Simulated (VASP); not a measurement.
Input of a VASP 6.6.1 run:

Contents of INCAR:

```
PREC = Accurate
ENCUT = 520
EDIFF = 1E-6
ISMEAR = 0
SIGMA = 0.1
LREAL = F
LASPH = T
NELM = 60
ALGO = Normal
ISIF = 2
LWAVE = F
LCHARG = F
GGA = CA
NBANDS = 15
```

The input KPOINTS:

```
Automatic mesh
0
Gamma
  8 8 8
```

Contents of POSCAR:

```
LaSb
1.0
    0.0000000000      3.2232208203      3.2232208203
    3.2232208203      0.0000000000      3.2232208203
    3.2232208203      3.2232208203      0.0000000000
La Sb
1 1
Direct
    0.0000000000      0.0000000000      0.0000000000
    0.5000000000      0.5000000000      0.5000000000
```

Potentials or basis: VASP PAW LDA potentials, release 64 (La, Sb).

Run with:

```console
$ cat potpaw_LDA.64/La/POTCAR potpaw_LDA.64/Sb/POTCAR > POTCAR
$ mpirun -np 1 vasp_std > vasp.out
```

(1) What does it give for the band gap on the k mesh?

(2) Estimate the pressure.

Answers

(1) zero (bands 8 and 9 overlap by 0.45 eV).

(2) -1.2 GPa.

Caveat: spin-orbit coupling is left out, which moves the levels of the heavy elements.
